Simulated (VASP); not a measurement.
A run of VASP 6.6.1:

File INCAR:

```
SYSTEM = KTaO3
PREC = Accurate
ENCUT = 520
EDIFF = 1E-8
ISMEAR = -1
SIGMA = 0.01
LREAL = .False.
LASPH = .True.
NELM = 80
ALGO = Normal
ISIF = 2
LWAVE = .False.
LCHARG = .False.
LEFG = .True.
NBANDS = 27
```

The input KPOINTS:

```
regular mesh
0
Gamma
  5 5 5
  0 0 0
```

Contents of POSCAR:

```
KTaO3
1.0
    3.9883000000      0.0598245000      0.0598245000
    0.0598245000      3.9883000000      0.0598245000
    0.0598245000      0.0598245000      3.9883000000
K Ta O
1 1 3
Direct
    0.5000000000      0.5000000000      0.5000000000
    0.0000000000      0.0000000000      0.0000000000
    0.5000000000      0.0000000000      0.0000000000
    0.0000000000      0.5000000000      0.0000000000
    0.0000000000      0.0000000000      0.5000000000
```

Potentials or basis: VASP PAW LDA potentials, release 64 (K_sv, Ta_pv, O).

The run is started by

```bash
$ cat potpaw_LDA.64/K_sv/POTCAR potpaw_LDA.64/Ta_pv/POTCAR potpaw_LDA.64/O/POTCAR > POTCAR
$ mpirun -np 1 vasp_std > vasp.out
```

Hardware: 1 thread of Intel Xeon 8259CL (shared host).

Question: How long does it take, and how much memory?

Answer: Wall time 39 s on 1 thread of Intel Xeon 8259CL (shared host), peak memory 0.17 GiB. Counts: scf iterations 15, k points 19.
